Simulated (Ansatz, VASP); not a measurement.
**Two plane-wave programs on CoPtO2**

File INCAR:

```
SYSTEM = CoPtO2
ALGO = Normal ; EDIFF = 1E-7
ENCUT = 520 ; GGA = PE
ISIF = 2 ; ISMEAR = -1
ISPIN = 2 ; LASPH = .TRUE.
LCHARG = .FALSE. ; LMAXMIX = 4
LORBIT = 11 ; LREAL = .FALSE.
LWAVE = .FALSE. ; MAGMOM = 0 0.19 0 0
NBANDS = 28 ; NELM = 150
PREC = Accurate ; SIGMA = 0.05
```

KPOINTS

```
k-points
0
G
  11 11 11
  0 0 0
```

File POSCAR:

```
CoPtO2
1.0
    1.4122699173      0.8153744169      5.9393891094
   -1.4122699173      0.8153744169      5.9393891094
    0.0000000000     -1.6307488338      5.9393891094
Pt Co O
1 1 2
Direct
    0.0000000000      0.0000000000      0.0000000000
    0.5000000000      0.5000000000      0.5000000000
    0.1122440300      0.1122440300      0.1122440300
    0.8877559700      0.8877559700      0.8877559700
```

File input.yaml:

```yaml
crystal:
  lattice:
    - [1.4122699173, 0.8153744169, 5.9393891094]
    - [-1.4122699173, 0.8153744169, 5.9393891094]
    - [0.0, -1.6307488338, 5.9393891094]
  atoms:
    - { symbol: Pt, position: [0.0, 0.0, 0.0] }
    - { symbol: Co, position: [0.5, 0.5, 0.5], spin: 0.19 }
    - { symbol: O, position: [0.11224403, 0.11224403, 0.11224403] }
    - { symbol: O, position: [0.88775597, 0.88775597, 0.88775597] }
hamiltonian:
  xc: pbe
  pseudopotentials: { kind: paw }
magnetization:
  spin_polarized: true
kpoints:
  mp_grid: { grid: [11, 11, 11] }
scf:
  occupations: { method: fermi_dirac, width: 0.05 }
output:
  forces: true
  stress: true
  eigenvalues: true
  write_density: true
  write_potential: true
  elf: true
  volumetric_format: npy
```

Alike in both runs: task single point; functional PBE; k mesh 11 × 11 × 11; occupations fermi-dirac, width 0.05 eV; collinear spin.

```csv
,VASP,Ansatz
version,VASP 6.6.1,Ansatz 0.2.0
potentials or method,"VASP PAW PBE potentials, release 64 (Pt, Co, O)",Ansatz PAW
plane-wave cutoff (eV),520,420
valence electrons in the cell,31,47
```

```csv
,VASP,Ansatz,Ansatz less VASP
gap on the k mesh at the Fermi level (eV),none,none,-
pressure (GPa),6.0,5.9,-0.10
"traceless stress, the component that is largest in VASP (GPa)",-0.40,-0.81,-0.415
rms of the force components (eV/Å),0.045,0.039,-0.0053
net moment per atom (μB),0.00,0.00,0.000
```

Atom by atom the forces differ by 0.005 eV/Å (rms over components). A gap of «none» marks a metal or a gap that the smearing closes. VASP's potentials hold 31 valence electrons a cell and Ansatz's 47, so a difference there can come from the potentials and not from the codes.

Neither program's run includes spin-orbit coupling.
